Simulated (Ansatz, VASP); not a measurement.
## SnSe2: VASP beside Ansatz

```
Sn Se
1.0
     3.82571    0.00000    0.00000
    -1.91285    3.31316    0.00000
     0.00000    0.00000    6.23166
Sn Se
1 2
Direct
  0.00000 0.00000 0.00000
  0.33333 0.66667 0.25291
  0.66667 0.33333 0.74709
```

Alike in both runs: functional r2SCAN; dispersion rVV10; k mesh 9 × 9 × 6; occupations gaussian, width 0.02 eV; no spin polarisation.

Ansatz relaxed the structure, and its values are those at the end. VASP's run is a single point on that final structure, the one shown.

|  | VASP | Ansatz |
| --- | --- | --- |
| version | VASP 6.6.1 | Ansatz 0.2.0 |
| potentials or method | VASP PAW PBE potentials, release 64 (Sn_d, Se), cutoff 520 eV | scalar-relativistic, plane waves, PAW |
| valence electrons in the cell | 26 | 46 |

```csv
,VASP,Ansatz,Ansatz less VASP
gap on the k mesh at the Fermi level (eV),0.91,0.91,-0.001
least direct gap on the mesh (eV),1.47,1.47,-0.002
pressure (GPa),0.2,0.0,-0.21
rms of the force components (eV/Å),0.013,0.000,-0.0128
```

VASP's potentials were made for PBE, not for r2SCAN. VASP's potentials hold 26 valence electrons a cell and Ansatz's 46, so a difference there can come from the potentials and not from the codes.
